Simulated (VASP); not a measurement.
Co:

```
Co
1.0
    -1.79500   -3.59000   -1.79500
    -1.79500    0.00000   -1.79500
     1.79500    0.00000   -1.79500
Co
2
Cartesian
  0.0000 0.0000 0.0000
  0.0000 -1.7950 -1.7950
```

This isn't the form of Co at room conditions, which is hcp.

Base run:

* Program: VASP 6.6.1
* Functional: PBE
* Potentials or basis: VASP PAW PBE potentials, release 64 (Co)
* Cutoff: 520 eV
* k mesh: 7 × 12 × 10
* Occupations: gaussian, width 0.05 eV
* Spin: no spin polarisation

Its results: pressure -22.7 GPa.

Q: The run is repeated on the same cell with these changes: spin from no spin polarisation to collinear spin, ferromagnetic start; further incar settings from ALGO = Normal; EDIFF = 1e-06; NBANDS = 16; ISYM = 0 to ALGO = Normal; EDIFF = 1e-06; NBANDS = 20; ISYM = 0. What comes out?

A: Pressure -10.8 GPa; net moment 3.41 μB per cell; site moments Co +1.74 μB.

Caveats: the cell stands under tension.
